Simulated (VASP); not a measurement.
# HC16 (a cell with a defect) in VASP: notebook

Runs on HC16 (a cell with a defect). Level: PBE+D3(BJ). Tasks: single point.

Program: VASP 6.6.1. These are calculated values, not measurements. Logs are shortened: lines on timing, memory, paths and dates and some standing lists are left out, and cuts for length are marked.

### Step 1. The cell of the first run

The cell holds a defect, 17 atoms: a = 5.049 Å, b = 5.049 Å, c = 5.049 Å, α = 60.00°, β = 60.00°, γ = 60.00°.

### Step 2. Single point, PBE+D3(BJ)

Contents of INCAR:

```
SYSTEM = HC16
PREC     = Accurate       ! precision mode
ENCUT    = 520            ! plane-wave cutoff, eV
EDIFF    = 1E-6           ! SCF threshold, eV
ISMEAR   = 0              ! smearing method
SIGMA    = 0.02           ! smearing width, eV
LREAL    = Auto         
LASPH    = .TRUE.         ! aspherical terms in the spheres
NELM     = 80             ! most SCF steps
ALGO     = Normal         ! electronic algorithm
ISIF     = 2              ! what is computed and relaxed
LWAVE    = .FALSE.        ! write WAVECAR
LCHARG   = .FALSE.        ! write CHGCAR
GGA      = PE             ! functional
IVDW     = 12             ! dispersion correction
NELECT   = 64.0         
NBANDS   = 46             ! bands
```

Contents of KPOINTS:

```
Automatic mesh
0
G
  3 3 3
  0 0 0
```

Contents of POSCAR:

```
HC16
1.0
    0.0000000000      3.5700000000      3.5700000000
    3.5700000000      0.0000000000      3.5700000000
    3.5700000000      3.5700000000      0.0000000000
C H
16 1
Direct
   -0.0059481793      0.0006890756      0.0002268908
    0.1203648459      0.1352317927      0.1167317927
   -0.0142984594      0.0304012605      0.4896880952
    0.1259455182      0.1163522409      0.6274673669
   -0.0093936975      0.5059861345      0.0000673669
    0.1218046218      0.6243107843      0.1234357143
   -0.0038680672      0.4848341737      0.5006714286
    0.1352362745      0.5933049020      0.6380217087
    0.4947427171      0.0043452381     -0.0008967787
    0.6203357143      0.1265796919      0.1244637255
    0.4990829132     -0.0020274510      0.4982823529
    0.6172634454      0.1296309524      0.6249001401
    0.4951287115      0.5005228291     -0.0001236695
    0.6165173669      0.6302072829      0.1225557423
    0.4983675070      0.5010050420      0.4974946779
    0.6211074230      0.6226057423      0.6267259104
    1.0093428571      0.7999271709      0.4524876751
```

Potentials or basis: VASP PAW PBE potentials, release 64 (C, H).

On the command line:

```bash
$ cat potpaw_PBE.64/C/POTCAR potpaw_PBE.64/H/POTCAR > POTCAR
$ mpirun -np 1 vasp_std > vasp.out
```

OUTCAR:

```text
SYSTEM = HC16
   PREC = Accurate
   ENCUT = 520
   EDIFF = 1E-6
   ISMEAR = 0
   LREAL = Auto
   LASPH = .TRUE.
   NELM = 80
   ISIF = 2
   GGA = PE
   IVDW = 12
   NELECT = 64.0
 IVDW          = 12

 ion  position               nearest neighbor table
   1  0.994  0.001  0.000-   4 1.54  10 1.54   6 1.55   2 1.56
   2  0.120  0.135  0.117-   5 1.53   3 1.54   9 1.54   1 1.56
   3  0.986  0.030  0.490-  17 1.21   4 1.51  12 1.52   2 1.54   8 1.80
   4  0.126  0.116  0.627-   3 1.51   7 1.52   1 1.54  11 1.54
   5  0.991  0.506  0.000-   8 1.50   2 1.53   6 1.54  14 1.54
   6  0.122  0.624  0.123-   5 1.54  13 1.54   1 1.55   7 1.56
   7  0.996  0.485  0.501-   4 1.52  16 1.55   6 1.56   8 1.59
   8  0.135  0.593  0.638-  17 1.15   5 1.50  15 1.50   7 1.59   3 1.80
   9  0.495  0.004  0.999-  10 1.54  14 1.54  12 1.54   2 1.54
  10  0.620  0.127  0.124-   9 1.54   1 1.54  11 1.54  13 1.54
  11  0.499  0.998  0.498-   4 1.54  10 1.54  16 1.55  12 1.55
  12  0.617  0.130  0.625-   3 1.52  15 1.53   9 1.54  11 1.55
  13  0.495  0.501  1.000-  16 1.54   6 1.54  14 1.54  10 1.54
  14  0.617  0.630  0.123-  13 1.54   5 1.54   9 1.54  15 1.55
  15  0.498  0.501  0.497-   8 1.50  12 1.53  16 1.54  14 1.55
  16  0.621  0.623  0.627-  13 1.54  15 1.54   7 1.55  11 1.55
  17  0.009  0.800  0.452-   8 1.15   3 1.21

  LATTYP: Found a face centered cubic cell.
 ALAT       =     7.1400000000

  Lattice vectors:

 A1 = (   0.0000000000,   3.5700000000,   3.5700000000)
 A2 = (   3.5700000000,   0.0000000000,   3.5700000000)
 A3 = (   3.5700000000,   3.5700000000,   0.0000000000)

Analysis of symmetry for initial positions (statically):
=====================================================================
 Subroutine PRICEL returns:
 Original cell was already a primitive cell.

 Routine SETGRP: Setting up the symmetry group for a
 face centered cubic supercell.

 Subroutine GETGRP returns: Found  1 space group operations
 (whereof  1 operations were pure point group operations)
 out of a pool of 48 trial point group operations.

The static configuration has the point symmetry C_1 .

Analysis of symmetry for dynamics (positions and initial velocities):
=====================================================================
 Subroutine PRICEL returns:
 Original cell was already a primitive cell.

 Routine SETGRP: Setting up the symmetry group for a
 face centered cubic supercell.

 Subroutine GETGRP returns: Found  1 space group operations
 (whereof  1 operations were pure point group operations)
 out of a pool of 48 trial point group operations.

The dynamic configuration has the point symmetry C_1 .

 Subroutine INISYM returns: Found  1 space group operations
 (whereof  1 operations are pure point group operations),
 and found     1 'primitive' translations

----------------------------------------------------------------------------------------

                                     Primitive cell

  volume of cell :      90.9986

  direct lattice vectors                    reciprocal lattice vectors
     0.000000000  3.570000000  3.570000000    -0.140056022  0.140056022  0.140056022
     3.570000000  0.000000000  3.570000000     0.140056022 -0.140056022  0.140056022
     3.570000000  3.570000000  0.000000000     0.140056022  0.140056022 -0.140056022

  length of vectors
     5.048742418  5.048742418  5.048742418     0.242584147  0.242584147  0.242584147

  position of ions in fractional coordinates (direct lattice)
     0.994051821  0.000689076  0.000226891
     0.120364846  0.135231793  0.116731793
     0.985701541  0.030401260  0.489688095
     0.125945518  0.116352241  0.627467367
     0.990606302  0.505986134  0.000067367
     0.121804622  0.624310784  0.123435714
[... 9 lines left out ...]
     0.621107423  0.622605742  0.626725910
     0.009342857  0.799927171  0.452487675

  ion indices of the primitive-cell ions
   primitive index   ion index
                 1           1
                 2           2
                 3           3
                 4           4
                 5           5
                 6           6
[... 9 lines left out ...]
                16          16
                17          17

----------------------------------------------------------------------------------------

 KPOINTS: Automatic mesh

Automatic generation of k-mesh.
 Grid dimensions read from file:
 generate k-points for:    3    3    3

 Generating k-lattice:

  Cartesian coordinates                     Fractional coordinates (reciprocal lattice)
    -0.046685341  0.046685341  0.046685341     0.333333333  0.000000000  0.000000000
     0.046685341 -0.046685341  0.046685341     0.000000000  0.333333333  0.000000000
     0.046685341  0.046685341 -0.046685341     0.000000000  0.000000000  0.333333333

  Length of vectors
     0.080861382  0.080861382  0.080861382

  Shift w.r.t. Gamma in fractional coordinates (k-lattice)
     0.000000000  0.000000000  0.000000000

 Subroutine IBZKPT returns following result:
 ===========================================

 Found     14 irreducible k-points:

 Following reciprocal coordinates:
            Coordinates               Weight
  0.000000  0.000000  0.000000      1.000000
  0.333333  0.000000  0.000000      2.000000
  0.000000  0.333333  0.000000      2.000000
  0.000000  0.000000  0.333333      2.000000
  0.333333  0.333333  0.333333      2.000000
  0.333333  0.333333  0.000000      2.000000
  0.000000  0.333333  0.333333      2.000000
  0.333333  0.000000  0.333333      2.000000
 -0.333333  0.333333  0.000000      2.000000
  0.000000 -0.333333  0.333333      2.000000
  0.333333  0.000000 -0.333333      2.000000
  0.333333  0.333333 -0.333333      2.000000
 -0.333333  0.333333 -0.333333      2.000000
  0.333333 -0.333333 -0.333333      2.000000
   k-points           NKPTS =     14   k-points in BZ     NKDIM =     14   number of bands    NBANDS=     46
   number of dos      NEDOS =    301   number of ions     NIONS =     17
   total plane-waves  NPLWV =  64000
   dimension x,y,z NGX =    40 NGY =   40 NGZ =   40
   dimension x,y,z NGXF=    80 NGYF=   80 NGZF=   80
   ions per type =              16   1
   NGX,Y,Z   is equivalent  to a cutoff of  13.17, 13.17, 13.17 a.u.
   NGXF,Y,Z  is equivalent  to a cutoff of  26.34, 26.34, 26.34 a.u.
 SYSTEM =  HC16
   PREC   = accura    normal or accurate (medium, high low for compatibility)
   ISTART =      0    job   : 0-new  1-cont  2-samecut
   ICHARG =      2    charge: 1-file 2-atom 10-const
   ISPIN  =      1    spin polarized calculation?
   LNONCOLLINEAR =      F non collinear calculations
   LSORBIT =      F    spin-orbit coupling
   LASPH  =      T    aspherical Exc in radial PAW
   ENCUT  =  520.0 eV  38.22 Ry    6.18 a.u.   9.39  9.39  9.39*2*pi/ulx,y,z
   NELM   =     80;   NELMIN=  2; NELMDL= -5     # of ELM steps
   EDIFF  = 0.1E-05   stopping-criterion for ELM
   LREAL  =      T    real-space projection
   EDIFFG = 0.1E-04   stopping-criterion for IOM
   NSW    =      0    number of steps for IOM
   IBRION =     -1    ionic relax: 0-MD 1-quasi-New 2-CG
   NFREE  =      0    steps in history (QN), initial steepest desc. (CG)
   ISIF   =      2    stress and relaxation
   ISYM   =      2    0-nonsym 1-usesym 2-fastsym
   POTIM  = 0.5000    time-step for ionic-motion
   TEBEG  =    0.0;   TEEND  =   0.0 temperature during run
   PSTRESS=    0.0 pullay stress
   NELECT =      64.0000    total number of electrons
   NUPDOWN=      -1.0000    fix difference up-down
   EMIN   =  10.00;   EMAX   =-10.00  energy-range for DOS
   EFERMI =   0.00;   METHOD = LEGACY
   ISMEAR =     0;   SIGMA  =   0.02  broadening in eV -4-tet -1-fermi 0-gaus
   EFERMI_NEDOS =   21; number of points for ismear=-14 and -15
   IALGO  =     38    algorithm
   IMIX   =      4    mixing-type and parameters
     AMIX     =   0.40;   BMIX     =  1.00
     AMIX_MAG =   1.60;   BMIX_MAG =  1.00
  volume/ion in A,a.u.               =       5.35        36.12
  Fermi-wavevector in a.u.,A,eV,Ry     =   1.455872  2.751200 28.838420  2.119564
  Thomas-Fermi vector in A             =   2.572856
   LORBIT       =      0    0 simple, 1 ext, 2 COOP (PROOUT), +10 PAW based schemes
   GGA     = PE    functional components
   LHFCALC =     F    Hartree Fock is set to
   AEXX    =    0.0000 exact exchange contribution
   IVDW    =    12    specifies the selected vdW correction
   LEPSILON=     F    determine dielectric tensor
   LRPA    =     F    only Hartree local field effects (RPA)
 non-spin polarized calculation
 Gauss-broadening in eV      SIGMA  =   0.02
  energy-cutoff  :      520.00
  volume of cell :       91.00
 maximum number of plane-waves:      2453
 NGX is ok and might be reduce to    40
   NGX = 19   NGY = 19   NGZ = 19

 number of electron      64.0000000 magnetization

 Free energy of the ion-electron system (eV)
  ---------------------------------------------------
  ext. energy  EPLUGINS =         0.00000000
  ---------------------------------------------------
  free energy    TOTEN  =      -155.21131234 eV

  energy without entropy =     -155.21131234  energy(sigma->0) =     -155.21131234

 E-fermi :  10.0669     XC(G=0): -13.2411

 val. band max:        9.9040667936   @ k =   0.0000   0.0000   0.0000
 cond. band min:      12.4099548000   @ k =   0.0000   0.0000   0.0000
 fundamental gap:      2.5058880064
 Fermi energy:        10.0669251873

 k-point     1 :       0.0000    0.0000    0.0000
  band No.  band energies     occupation
      1     -11.9925      2.00000
      2      -6.9586      2.00000
      3      -6.0152      2.00000
      4      -5.9442      2.00000
      5      -5.8847      2.00000
      6      -4.7787      2.00000
[... 36 lines left out ...]
     43      17.7551      0.00000
     44      17.9677      0.00000

 k-point     2 :       0.3333    0.0000    0.0000
  band No.  band energies     occupation
      1     -11.2973      2.00000
      2      -8.9020      2.00000
      3      -6.6191      2.00000
      4      -6.1515      2.00000
      5      -5.9591      2.00000
      6      -5.2867      2.00000
[... 556 lines left out ...]
 k-point    14 :       0.3333   -0.3333   -0.3333
  band No.  band energies     occupation
      1     -10.3415      2.00000
      2      -9.0994      2.00000
      3      -8.8838      2.00000
      4      -7.0261      2.00000
      5      -6.7878      2.00000
      6      -4.5527      2.00000
[... 36 lines left out ...]
     43      19.1297      0.00000
     44      19.5169      0.00000
 [bands above 44 left out]

------------------------ aborting loop because EDIFF is reached ----------------------------------------

 Edisp (eV)   -3.23257

 E8    (eV) :    -0.9205

  FORCE on cell =-STRESS in cart. coord.  units (eV):
  Direction    XX          YY          ZZ          XY          YZ          ZX
  --------------------------------------------------------------------------------------
  -------------------------------------------------------------------------------------
  Total      -8.89212    -8.97200    -8.73971    -2.19056    -2.41416     2.80296
  in kB    -156.56013  -157.96659  -153.87670   -38.56831   -42.50524    49.35071
  external pressure =     -156.13 kB  Pullay stress =        0.00 kB

 VOLUME and BASIS-vectors are now :
 -----------------------------------------------------------------------------
  energy-cutoff  :      520.00
  volume of cell :       91.00
      direct lattice vectors                 reciprocal lattice vectors
     0.000000000  3.570000000  3.570000000    -0.140056022  0.140056022  0.140056022
     3.570000000  0.000000000  3.570000000     0.140056022 -0.140056022  0.140056022
     3.570000000  3.570000000  0.000000000     0.140056022  0.140056022 -0.140056022

 POSITION                                       TOTAL-FORCE (eV/Angst)
 -----------------------------------------------------------------------------------
      0.00327      3.54958      3.55122        -0.047116      0.011140     -0.025238
      0.89951      0.84643      0.91248        -0.057200      0.044315     -0.043618
      1.85672      5.26714      3.62749         0.098547      0.090274     -0.001564
      2.65544      2.68968      0.86500         0.006034      0.011631      0.027665
      1.80661      3.53670      5.34284        -0.038610      0.045138     -0.043165
      2.66946      0.87551      2.66363        -0.036833      0.018939     -0.021752
[... 9 lines left out ...]
      4.46011      4.45477      4.44006        -0.019111     -0.010951     -0.006007
      4.47112      1.64873      2.88909         0.123082     -0.249505      0.198993
 -----------------------------------------------------------------------------------
    total drift:                                0.005812      0.046987      0.032071

  FREE ENERGIE OF THE ION-ELECTRON SYSTEM (eV)
  ---------------------------------------------------
  free  energy   TOTEN  =      -158.4438810182 eV

  energy  without entropy=     -158.4438810182  energy(sigma->0) =     -158.44388102
```

Run time: 1.8 min. Hardware: 1 thread of Intel Xeon Platinum 8488C (Sapphire Rapids), shared host; peak memory 0.25 GiB.

What came out:

| Item | Value |
| --- | --- |
| Free energy | -158.4439 eV |
| Largest force | 0.342 eV/Å |
| Dispersion energy per atom | -0.190 eV |

Forces on the atoms (eV/Å):
```
C   -0.047  0.011 -0.025
C   -0.057  0.044 -0.044
C    0.099  0.090 -0.002
C    0.006  0.012  0.028
C   -0.039  0.045 -0.043
C   -0.037  0.019 -0.022
C    0.038 -0.019  0.050
C    0.059  0.002 -0.009
C   -0.035  0.039 -0.035
C   -0.042 -0.003 -0.014
C   -0.002 -0.001  0.007
C    0.006 -0.022 -0.053
C   -0.020  0.025  0.004
C   -0.051  0.038 -0.029
C    0.019 -0.020 -0.006
C   -0.019 -0.011 -0.006
H    0.123 -0.250  0.199
```

Levels at points of the mesh, in eV from the Fermi level:
| k point | band 29 | band 30 | band 31 | band 32 | band 33 | band 34 | band 35 | band 36 |
| --- | --- | --- | --- | --- | --- | --- | --- | --- |
| (0.00, 0.00, 0.00) | -2.77 | -0.44 | -0.36 | -0.16 | 2.34 | 3.19 | 4.06 | 4.43 |

Caveat: the k points lie up to 0.51 Å⁻¹ apart; the cell carries a net charge on a neutralising background, which shifts energy and pressure; the cell is charged against a uniform background, so pressure and absolute levels hang on convention.

(Part 1 of 2 ends here.)
